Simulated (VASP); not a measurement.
The system is RbZn.

```
Rb Zn
1.0
     3.53061    0.00000    0.00000
     0.00000    3.53061    0.00000
     0.00000    0.00000    4.62763
Rb Zn
1 1
Direct
  0.50000 0.50000 0.50000
  0.00000 0.00000 0.00000
```

```yaml
Program: VASP 6.6.1
Task: relaxation of cell and atoms
Functional: PBE
Potentials_or_basis: VASP PAW PBE potentials, release 64 (Rb_sv, Zn)
Cutoff: 600 eV
k_mesh: 6 × 6 × 4
Occupations: gaussian, width 0.1 eV
Spin: no spin polarisation
```

At the start: pressure 5.7 GPa; volume 28.84 Å³/atom.

Question: Where does the relaxation end?

Answer: Over 15 steps the energy falls by 226.6 meV/atom and the volume is 42.57 Å³/atom (+47.6 %); space group P4/mmm (No. 123, to 0.05 Å).

Step by step:
```
step  energy change (eV)  largest force (eV/Å)  pressure (GPa)  volume (Å³)
   1              0.0000                0.0000            5.69        57.68
   2             -0.2269                0.0000            2.75        66.67
   3             -0.3548                0.0000            0.73        79.18
   4             -0.3703                0.0000            0.09        85.36
   5             -0.3706                0.0000            0.01        86.34
   6             -0.3706                0.0000           -0.04        86.99
   7             -0.3716                0.0000           -0.02        87.08
   8             -0.3741                0.0000           -0.02        87.32
   9             -0.3790                0.0000           -0.07        87.72
  10             -0.3981                0.0000           -0.13        88.17
  11             -0.4501                0.0000           -0.17        87.57
  12             -0.4498                0.0000           -0.18        86.84
  13             -0.4516                0.0000           -0.19        87.35
  14             -0.4490                0.0000            0.29        81.62
  15             -0.4532                0.0000           -0.03        85.14
```

Final structure:
```xyz
2
Lattice="4.5623 0.0000 0.0000 0.0000 4.5623 0.0000 0.0000 0.0000 4.0907" Properties=species:S:1:pos:R:3 pbc="T T T"
Rb    2.2811    2.2811    2.0453
Zn    0.0000    0.0000    0.0000
```

Caveat: the volume moved by over 15 % at a fixed basis, so the end points are rough.
